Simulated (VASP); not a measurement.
# Si3Te (P6/mmm) in VASP: notebook, part 2 of 2

VASP 6.6.1.

## (3) Single point, PBE

This run uses another cell than the first one, of the same volume but with other edges.

The input, INCAR:

```
PREC = Accurate ; ENCUT = 520
EDIFF = 1E-6 ; ISMEAR = 0
SIGMA = 0.1 ; LREAL = F
LASPH = T ; NELM = 80
ALGO = Normal ; ISIF = 2
LWAVE = F ; LCHARG = F
GGA = PE ; NBANDS = 17
```

The input, KPOINTS:

```
Automatic mesh
0
Gamma
  6 6 4
```

The input, POSCAR:

```
Si3Te
1.0
    5.7761339246      0.0000000000      0.0000000000
   -2.8880669623      5.0022787143      0.0000000000
    0.0000000000      0.0000000000      2.7726455340
Si Te
3 1
Direct
    0.5000000000      0.0000000000      0.5000000000
    0.0000000000      0.5000000000      0.5000000000
    0.5000000000      0.5000000000      0.5000000000
    0.0000000000      0.0000000000      0.5000000000
```

Potentials or basis: VASP PAW PBE potentials, release 64 (Si, Te).

Run with:

```
> cat potpaw_PBE.64/Si/POTCAR potpaw_PBE.64/Te/POTCAR > POTCAR
> mpirun -np 1 vasp_std > vasp.out
```

OUTCAR:

```text
PREC = Accurate
   ENCUT = 520
   EDIFF = 1E-6
   ISMEAR = 0
   LREAL = F
   LASPH = T
   NELM = 80
   ISIF = 2
   GGA = PE

 ion  position               nearest neighbor table
   1  0.500  0.000  0.500-   2 2.89   3 2.89   3 2.89   2 2.89   4 2.89   4 2.89
   2  0.000  0.500  0.500-   1 2.89   4 2.89   4 2.89   1 2.89   3 2.89   3 2.89
   3  0.500  0.500  0.500-   1 2.89   4 2.89   1 2.89   4 2.89   2 2.89   2 2.89
   4  0.000  0.000  0.500-   2 2.89   3 2.89   2 2.89   3 2.89   1 2.89   1 2.89

  LATTYP: Found a hexagonal cell.
 ALAT       =     5.7761339246
 C/A-ratio  =     0.4800175291

  Lattice vectors:

 A1 = (   5.7761339246,   0.0000000000,   0.0000000000)
 A2 = (  -2.8880669623,   5.0022787143,   0.0000000000)
 A3 = (   0.0000000000,   0.0000000000,   2.7726455340)

Analysis of symmetry for initial positions (statically):
=====================================================================
 Subroutine PRICEL returns:
 Original cell was already a primitive cell.

 Routine SETGRP: Setting up the symmetry group for a
 hexagonal supercell.

 Subroutine GETGRP returns: Found 24 space group operations
 (whereof 24 operations were pure point group operations)
 out of a pool of 24 trial point group operations.

The static configuration has the point symmetry D_6h.

Analysis of symmetry for dynamics (positions and initial velocities):
=====================================================================
 Subroutine PRICEL returns:
 Original cell was already a primitive cell.

 Routine SETGRP: Setting up the symmetry group for a
 hexagonal supercell.

 Subroutine GETGRP returns: Found 24 space group operations
 (whereof 24 operations were pure point group operations)
 out of a pool of 24 trial point group operations.

The dynamic configuration has the point symmetry D_6h.

 Subroutine INISYM returns: Found 24 space group operations
 (whereof 24 operations are pure point group operations),
[... 116 lines left out ...]
     AMIX_MAG =   1.60;   BMIX_MAG =  1.00
  volume/ion in A,a.u.               =      20.03       135.16
  Fermi-wavevector in a.u.,A,eV,Ry     =   0.995251  1.880751 13.476897  0.990524
  Thomas-Fermi vector in A             =   2.127258
   LORBIT       =      0    0 simple, 1 ext, 2 COOP (PROOUT), +10 PAW based schemes
   GGA     = PE    functional components
   LHFCALC =     F    Hartree Fock is set to
   AEXX    =    0.0000 exact exchange contribution
   IVDW    =     0    specifies the selected vdW correction
   LEPSILON=     F    determine dielectric tensor
   LRPA    =     F    only Hartree local field effects (RPA)
 non-spin polarized calculation
 Gauss-broadening in eV      SIGMA  =   0.10
  energy-cutoff  :      520.00
  volume of cell :       80.11
 maximum number of plane-waves:      2188
 NGX is ok and might be reduce to    48

 number of electron      18.0000001 magnetization

 Free energy of the ion-electron system (eV)
  ---------------------------------------------------
  ext. energy  EPLUGINS =         0.00000000
  ---------------------------------------------------
  free energy    TOTEN  =       -16.89599066 eV

  energy without entropy =      -16.88631973  energy(sigma->0) =      -16.89115520

 E-fermi :   8.2182     XC(G=0): -10.2930

 val. band max:        8.1551331316   @ k =   0.3333   0.1667   0.0000
 cond. band min:       8.2967530308   @ k =   0.3333  -0.0000   0.2500
 fundamental gap:      0.1416198993
 Fermi energy:         8.2182277629

 k-point     1 :       0.0000    0.0000    0.0000
  band No.  band energies     occupation
      1      -6.4908      2.00000
      2      -1.4826      2.00000
      3       0.8739      2.00000
      4       0.8739      2.00000
      5       1.2326      2.00000
      6       1.2326      2.00000
[... 397 lines left out ...]
      4       1.2252      2.00000
      5       4.1156      2.00000
      6       4.1156      2.00000
[... 9 lines left out ...]
     16      12.0878      0.00000
     17      12.0967      0.00000

------------------------ aborting loop because EDIFF is reached ----------------------------------------

  FORCE on cell =-STRESS in cart. coord.  units (eV):
  Direction    XX          YY          ZZ          XY          YZ          ZX
  --------------------------------------------------------------------------------------
  -------------------------------------------------------------------------------------
  Total        0.0088245      0.0088245      0.0790379     -0.0000000      0.0000000      0.0000000
  in kB        0.1764824      0.1764824      1.5806899     -0.0000000      0.0000000      0.0000000
  external PRESSURE =       0.6445515 kB  Pullay stress =       0.0000000 kB

 VOLUME and BASIS-vectors are now :
 -----------------------------------------------------------------------------
  energy-cutoff  :      520.00
  volume of cell :       80.11
      direct lattice vectors                 reciprocal lattice vectors
     5.776133925  0.000000000  0.000000000     0.173126180  0.099954446  0.000000000
    -2.888066962  5.002278714  0.000000000     0.000000000  0.199908893  0.000000000
     0.000000000  0.000000000  2.772645534     0.000000000  0.000000000  0.360666370

 POSITION                                       TOTAL-FORCE (eV/Angst)
 -----------------------------------------------------------------------------------
      2.88807      0.00000      1.38632        -0.000000      0.000000      0.000000
     -1.44403      2.50114      1.38632        -0.000000      0.000000      0.000000
      1.44403      2.50114      1.38632         0.000000      0.000000      0.000000
      0.00000      0.00000      1.38632         0.000000      0.000000      0.000000
 -----------------------------------------------------------------------------------
    total drift:                               -0.000000      0.000000     -0.000000

  FREE ENERGIE OF THE ION-ELECTRON SYSTEM (eV)
  ---------------------------------------------------
  free  energy   TOTEN  =       -16.8959906628 eV

  energy  without entropy=      -16.8863197335  energy(sigma->0) =      -16.89115520
```

It took 74 s on 1 thread of Intel Xeon 8259CL, shared host; peak memory 0.19 GiB.

Results:

| Item | Value |
| --- | --- |
| Free energy | -16.8960 eV |
| Pressure | 0.1 GPa |
| Band gap on the k mesh | zero (bands 9 and 10 overlap by 4.80 eV) |

Caveat: the k points lie up to 0.57 Å⁻¹ apart, too coarse for converged energies and pressures of a metal; spin-orbit coupling is left out, which moves the levels of the heavy elements.

## (4) Single point, PBE

This run uses another cell than the first one.

The input, INCAR:

```
SYSTEM = Si3Te
PREC = Accurate
ENCUT = 520
EDIFF = 1E-7
ISMEAR = 0
SIGMA = 0.1
LREAL = .FALSE.
LASPH = .TRUE.
NELM = 80
ALGO = Normal
ISIF = 2
LWAVE = .FALSE.
LCHARG = .TRUE.
GGA = PE
LELF = .TRUE.
LVHAR = .TRUE.
NBANDS = 17
```

The input, KPOINTS:

```
regular mesh
0
G
  6 6 4
  0 0 0
```

The input, POSCAR:

```
Si3Te
1.0
    4.2085814200      0.0000000000      0.0000000000
   -2.1042907100      3.6447384200      0.0000000000
    0.0000000000      0.0000000000      5.7109282300
Si Te
3 1
Direct
    0.5000000000      0.0000000000      0.5000000000
    0.0000000000      0.5000000000      0.5000000000
    0.5000000000      0.5000000000      0.5000000000
    0.0000000000      0.0000000000      0.5000000000
```

Run with:

```
> cat potpaw_PBE.64/Si/POTCAR potpaw_PBE.64/Te/POTCAR > POTCAR
> mpirun -np 1 vasp_std > vasp.out
```

Wall time 83 s (1 thread of Intel Xeon 8259CL, shared host); peak memory 0.17 GiB.

It converged, with:

```
Free energy            : 1.8402 eV
Pressure               : 99.8 GPa
Band gap on the k mesh : zero (bands 9 and 10 overlap by 2.77 eV)
```

Stress tensor (GPa, compression positive):
```
149.95   0.00   0.00
  0.00 149.95   0.00
  0.00   0.00  -0.41
```

Levels at points of the mesh, in eV from the Fermi level:
```csv
k point,band 5,band 6,band 7,band 8,band 9,band 10,band 11,band 12,band 13,band 14
"(0.00, 0.00, 0.00)",-8.64,-7.71,-5.35,-5.35,-0.49,1.35,2.30,2.30,2.84,2.84
"(0.50, 0.00, 0.00)",-6.77,-4.84,-2.67,-1.28,-0.52,0.24,1.85,2.02,2.18,2.39
"(0.00, 0.00, 0.50)",-8.64,-7.70,-5.34,-5.34,1.20,1.69,2.19,2.19,2.71,2.71
"(0.50, 0.00, 0.50)",-6.88,-5.01,-2.66,-1.28,-0.65,0.10,2.23,2.44,2.89,3.71
```

Caveat: the stress differs along the axes, from -0 to 150 GPa; spin-orbit coupling is left out, which moves the levels of the heavy elements.

## (5) Relaxation of cell and atoms, PBE

This run uses another cell than the first one, of the same volume but with other edges.

The input, INCAR:

```
PREC     = Accurate       # precision mode
ENCUT    = 600            # plane-wave cutoff, eV
EDIFF    = 1E-7           # SCF threshold, eV
ISMEAR   = 0              # smearing method
SIGMA    = 0.1            # smearing width, eV
LREAL    = F              # projectors in reciprocal space
LASPH    = T              # aspherical terms in the spheres
NELM     = 80             # most SCF steps
ALGO     = Normal         # electronic algorithm
ISIF     = 3              # what is computed and relaxed
LWAVE    = F              # write WAVECAR
LCHARG   = F              # write CHGCAR
GGA      = PE             # functional
IBRION   = 2              # ionic algorithm
NSW      = 90             # ionic steps
EDIFFG   = -0.04          # ionic threshold
```

The input, KPOINTS:

```
Automatic mesh
0
Gamma
  3 3 6
```

The input, POSCAR:

```
Si3Te
1.0
    5.7761339246      0.0000000000      0.0000000000
   -2.8880669623      5.0022787143      0.0000000000
    0.0000000000      0.0000000000      2.7726455340
Si Te
3 1
Direct
    0.5000000000      0.0000000000      0.5000000000
    0.0000000000      0.5000000000      0.5000000000
    0.5000000000      0.5000000000      0.5000000000
    0.0000000000      0.0000000000      0.5000000000
```

Run with:

```
> cat potpaw_PBE.64/Si/POTCAR potpaw_PBE.64/Te/POTCAR > POTCAR
> mpirun -np 1 vasp_std > vasp.out
```

Wall time 2.6 min (1 thread of Intel Xeon 8259CL, shared host); peak memory 0.2 GiB.

The run converged. Its results:

- Free energy: -16.7196 eV
- Relaxed volume: 20.09 Å³/atom
- Relaxed cell: a = 5.923 Å, b = 5.923 Å, c = 2.645 Å, α = 90.00°, β = 90.00°, γ = 120.00°
- Space group after relaxing (to 0.1 Å): P6/mmm (No. 191)
- Energy gained by relaxing: 58.8 meV/atom
- Ionic steps: 6
- Pressure after relaxing: -0.2 GPa
- Band gap on the k mesh: zero (bands 9 and 10 overlap by 4.82 eV)

Stress tensor (GPa, compression positive):
```
-0.15  0.00  0.00
 0.00 -0.15  0.00
 0.00  0.00 -0.26
```

The path:
```tsv
step	energy change (eV)	largest force (eV/Å)	pressure (GPa)	volume (Å³)
1	0.0000	0.0000	-0.45	80.11
2	-0.2111	0.0000	1.53	79.24
3	-0.2338	0.0000	0.72	79.44
4	-0.2340	0.0000	0.60	79.47
5	-0.2341	0.0000	0.65	79.46
6	-0.2354	0.0000	-0.18	80.35
```

Final structure:
```cif
data_structure
_symmetry_space_group_name_H-M 'P 1'
_symmetry_Int_Tables_number 1
_cell_length_a 5.9229
_cell_length_b 5.9229
_cell_length_c 2.6446
_cell_angle_alpha 90.000
_cell_angle_beta 90.000
_cell_angle_gamma 120.000
_cell_volume 80.35
loop_
_atom_site_label
_atom_site_type_symbol
_atom_site_fract_x
_atom_site_fract_y
_atom_site_fract_z
_atom_site_occupancy
Si1 Si 0.50000 0.00000 0.50000 1
Si2 Si 0.00000 0.50000 0.50000 1
Si3 Si 0.50000 0.50000 0.50000 1
Te1 Te 0.00000 0.00000 0.50000 1
```

Levels at points of the mesh, in eV from the Fermi level:
| k point | band 7 | band 8 | band 9 | band 10 | band 11 | band 12 |
| --- | --- | --- | --- | --- | --- | --- |
| (0.00, 0.00, 0.00) | -4.99 | 2.22 | 2.22 | 2.77 | 5.55 | 5.55 |
| (0.00, 0.00, 0.50) | -2.90 | -2.90 | -2.06 | -2.06 | -1.73 | 1.82 |

Caveat: the k points lie up to 0.41 Å⁻¹ apart in the final cell, too coarse for converged energies and pressures of a metal; spin-orbit coupling is left out, which moves the levels of the heavy elements.

## (6) Overview

| task | cell | k mesh | cutoff (eV) | gap on the mesh (eV) | pressure (GPa) |
| --- | --- | --- | --- | --- | --- |
| single point | a = 5.919, b = 5.919, c = 2.641 Å, angles 90.0, 90.0, 120.0°, 4 atoms | 3 × 3 × 6 | 520 | none | 0.0 |
| single point | a = 5.776, b = 5.776, c = 2.773 Å, angles 90.0, 90.0, 120.0°, 4 atoms | 6 × 6 × 4 | 520 | none | 0.1 |
| single point | a = 4.209, b = 4.209, c = 5.711 Å, angles 90.0, 90.0, 120.0°, 4 atoms | 6 × 6 × 4 | 520 | none | 99.8 |
| relaxation of cell and atoms | relaxed from a = 5.776, b = 5.776, c = 2.773 Å, angles 90.0, 90.0, 120.0°, 4 atoms | 3 × 3 × 6 | 600 | none | -0.2 |

Alike in all rows: level PBE; potentials or basis VASP PAW PBE potentials, release 64 (Si, Te); no spin polarisation; smearing gaussian 0.1 eV.

Caveats: some runs use coarse meshes; spin-orbit coupling is left out, which moves the levels of the heavy elements; the stress differs along the axes, from -0 to 150 GPa (at least some runs).

Absolute energies hang on the potentials; compare differences alone.

The gap in the log of VASP goes by the Fermi energy; the results here count the filled bands.